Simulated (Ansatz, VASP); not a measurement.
## CsSnI3 in VASP and in Ansatz

```
Cs I Sn
1.0
     6.20570    0.00000    0.00000
     0.00000    6.20570    0.00000
     0.00000    0.00000    6.20570
Cs I Sn
1 3 1
Direct
  0.00000 0.00000 0.00000
  0.50000 0.50000 0.00000
  0.50000 0.00000 0.50000
  0.00000 0.50000 0.50000
  0.50000 0.50000 0.50000
```

Alike in both runs: functional PBEsol; k mesh 4 × 4 × 4; no spin polarisation.

|  | VASP | Ansatz |
| --- | --- | --- |
| version | VASP 6.6.1 | Ansatz 0.2.0 |
| potentials or method | VASP PAW PBE potentials, release 64 (Cs_sv, I, Sn_d) | Ansatz PAW |
| plane-wave cutoff (eV) | 520 | 420 |
| occupations | gaussian, width 0.01 eV | fixed |
| valence electrons in the cell | 44 | 74 |
| task | single point | band structure |

Ansatz gave:

* gap on the k mesh at the Fermi level (eV): 0.26
* least direct gap on the mesh (eV): 0.26
* pressure (GPa): -0.4

What did VASP give for the same quantities?

gap on the k mesh at the Fermi level (eV): 0.25; least direct gap on the mesh (eV): 0.25; pressure (GPa): -0.4.

VASP's potentials were made for PBE, not for PBEsol. VASP's potentials hold 44 valence electrons a cell and Ansatz's 74, so a difference there can come from the potentials and not from the codes.

Spin-orbit coupling is off throughout.
